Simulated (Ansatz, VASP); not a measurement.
**Si: VASP beside Ansatz**

The input INCAR:

```
SYSTEM = Si
ALGO = Fast
EDIFF = 1E-7
ENCUT = 520
GGA = CA
ISIF = 2
ISMEAR = 0
LASPH = .True.
LCHARG = .True.
LELF = .True.
LREAL = .False.
LVHAR = .True.
LWAVE = .False.
NBANDS = 16
NELM = 80
PREC = Accurate
SIGMA = 0.15
```

The input KPOINTS:

```
k-points
0
Gamma
  14 14 14
  0 0 0
```

POSCAR

```
Si
1.0
   -0.0661838564      2.6473542551      4.5885893296
    2.4320087322     -0.0608002183      4.5885893296
    2.3658248758      2.5865540368      0.0000000000
Si
4
Direct
    0.7297169282      0.2702830718      0.7297169282
    0.2702830718      0.7297169282      0.2702830718
    0.7744251954      0.7744251954      0.2255748046
    0.2255748046      0.2255748046      0.7744251954
```

Input for Ansatz:

```yaml
crystal:
  lattice:
    - [-0.0661838564, 2.6473542551, 4.5885893296]
    - [2.4320087322, -0.0608002183, 4.5885893296]
    - [2.3658248758, 2.5865540368, 0.0]
  atoms:
    - { symbol: Si, position: [0.7297169282, 0.2702830718, 0.7297169282] }
    - { symbol: Si, position: [0.2702830718, 0.7297169282, 0.2702830718] }
    - { symbol: Si, position: [0.7744251954, 0.7744251954, 0.2255748046] }
    - { symbol: Si, position: [0.2255748046, 0.2255748046, 0.7744251954] }
basis:
  ecutwfc: 420
kpoints:
  mp_grid: { grid: [14, 14, 14] }
hamiltonian:
  xc: lda
scf:
  occupations: { method: gaussian, width: 0.15 }
output:
  forces: true
  stress: true
  eigenvalues: true
```

Change from the starting cell: strain -0.0500 x Voigt [0, 0, 0, 0, 0, 1], atoms carried along.

Alike in both runs: task single point; functional LDA; k mesh 14 × 14 × 14; occupations gaussian, width 0.15 eV; no spin polarisation.

```csv
,VASP,Ansatz
version,VASP 6.6.1,Ansatz 0.2.0
potentials or method,"VASP PAW LDA potentials, release 64 (Si), cutoff 520 eV","scalar-relativistic, plane waves, PAW"
valence electrons in the cell,16,16
```

Ansatz gave:

```
gap on the k mesh at the Fermi level (eV)                     : none
pressure (GPa)                                                : 0.0
traceless stress, the component that is largest in VASP (GPa) : 4.05
rms of the force components (eV/Å)                            : 0.009
```

Which values does VASP return?

gap on the k mesh at the Fermi level (eV): none; pressure (GPa): 0.1; traceless stress, the component that is largest in VASP (GPa): 4.05; rms of the force components (eV/Å): 0.009.

LDA's correlation is that of Perdew and Zunger in VASP and of Perdew and Wang (1992) in Ansatz. Atom by atom the forces differ by 0.001 eV/Å (rms over components). A gap of «none» marks a metal or a gap that the smearing closes.
